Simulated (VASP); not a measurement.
A run of VASP 6.6.1 is set up as follows.

Contents of INCAR:

```
SYSTEM = GaN
  ALGO = Normal
  EDIFF = 1E-6
  ENCUT = 600
  GGA = PS
  GGA_COMPAT = .FALSE.
  ISIF = 2
  ISMEAR = 1
  LASPH = .TRUE.
  LCHARG = .FALSE.
  LREAL = .FALSE.
  LWAVE = .FALSE.
  NBANDS = 16
  NELM = 120
  PREC = Accurate
  SIGMA = 0.01
```

KPOINTS

```
k-points
0
G
  8 8 8
  0 0 0
```

Contents of POSCAR:

```
GaN
1.0
    0.0000000000      2.1352350000      2.1352350000
    2.1352350000      0.0000000000      2.1352350000
    2.1352350000      2.1352350000      0.0000000000
Ga N
1 1
Direct
    0.0000000000      0.0000000000      0.0000000000
    0.5000000000      0.5000000000      0.5000000000
```

Potentials or basis: VASP PAW PBE potentials, release 64 (Ga_d, N).

The run is started by

```sh
$ cat potpaw_PBE.64/Ga_d/POTCAR potpaw_PBE.64/N/POTCAR > POTCAR
$ mpirun -np 1 vasp_std > vasp.out
```

(1) Estimate the pressure.

(2) Predict the band gap on the k mesh.

Answers

(1) -7.5 GPa.

(2) 0.34 eV, indirect (least direct gap 2.37 eV).

Caveat: the PAW data sets were made with another functional, which shifts forces and pressure a little.
